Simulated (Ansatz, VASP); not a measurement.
## BaTiO3 in VASP and in Ansatz

The input POSCAR:

```
BaTiO3
1.0
    2.8400536833      1.6397057586      2.3314328269
   -2.8400536833      1.6397057586      2.3314328269
    0.0000000000     -3.2794115171      2.3314328269
Ba Ti O
1 1 3
Direct
    0.0027851043      0.0027851043      0.0027851043
    0.5162478494      0.5162478494      0.5162478494
    0.4683076150      0.4683076150      0.9587136984
    0.4897536543      0.9801597377      0.4897536543
    0.9801597377      0.4897536543      0.4897536543
```

INCAR.step1

```
SYSTEM = BaTiO3
  ALGO = Normal
  EDIFF = 1E-4
  ENCUT = 520
  GGA = PE
  ISMEAR = 0
  LASPH = .TRUE.
  LCHARG = .FALSE.
  LREAL = .FALSE.
  LWAVE = .TRUE.
  NBANDS = 28
  NELM = 60
  PREC = Accurate
  SIGMA = 0.05
```

INCAR.step2

```
SYSTEM = BaTiO3
  ALGO = Normal
  EDIFF = 1E-6
  ENCUT = 520
  ISIF = 2
  ISMEAR = 0
  ISTART = 1
  LASPH = .TRUE.
  LCHARG = .FALSE.
  LMIXTAU = .TRUE.
  LREAL = .FALSE.
  LWAVE = .FALSE.
  METAGGA = R2SCAN
  NBANDS = 28
  NELM = 60
  PREC = Accurate
  SIGMA = 0.05
```

File KPOINTS:

```
k-points
0
G
  6 6 6
  0 0 0
```

Input for Ansatz:

```yaml
crystal:
  lattice:
    - [2.8400536833, 1.6397057586, 2.3314328269]
    - [-2.8400536833, 1.6397057586, 2.3314328269]
    - [0.0, -3.2794115171, 2.3314328269]
  atoms:
    - { symbol: Ba, position: [0.0027851043, 0.0027851043, 0.0027851043] }
    - { symbol: Ti, position: [0.5162478494, 0.5162478494, 0.5162478494] }
    - { symbol: O, position: [0.468307615, 0.468307615, 0.9587136984] }
    - { symbol: O, position: [0.4897536543, 0.9801597377, 0.4897536543] }
    - { symbol: O, position: [0.9801597377, 0.4897536543, 0.4897536543] }
basis:
  ecutwfc: 500
kpoints:
  mp_grid: { grid: [6, 6, 6] }
hamiltonian:
  xc: r2scan
scf:
  occupations: { method: gaussian, width: 0.05 }
output:
  forces: true
  stress: true
  eigenvalues: true
```

Alike in both runs: task single point; functional r2SCAN; k mesh 6 × 6 × 6; occupations gaussian, width 0.05 eV; no spin polarisation.

|  | VASP | Ansatz |
| --- | --- | --- |
| version | VASP 6.6.1 | Ansatz 0.2.0 |
| potentials or method | VASP PAW PBE potentials, release 64 (Ba_sv, Ti_sv, O), cutoff 520 eV | scalar-relativistic, plane waves, PAW |
| valence electrons in the cell | 40 | 40 |

```csv
,VASP,Ansatz,Ansatz less VASP
gap on the k mesh at the Fermi level (eV),2.98,3.00,+0.020
least direct gap on the mesh (eV),3.54,3.53,-0.013
pressure (GPa),4.0,2.1,-1.97
"traceless stress, the component that is largest in VASP (GPa)",-1.32,-1.22,+0.093
rms of the force components (eV/Å),0.426,0.374,-0.0513
```

VASP's potentials were made for PBE, not for r2SCAN. Atom by atom the forces differ by 0.079 eV/Å (rms over components).

Spin-orbit coupling is off throughout.
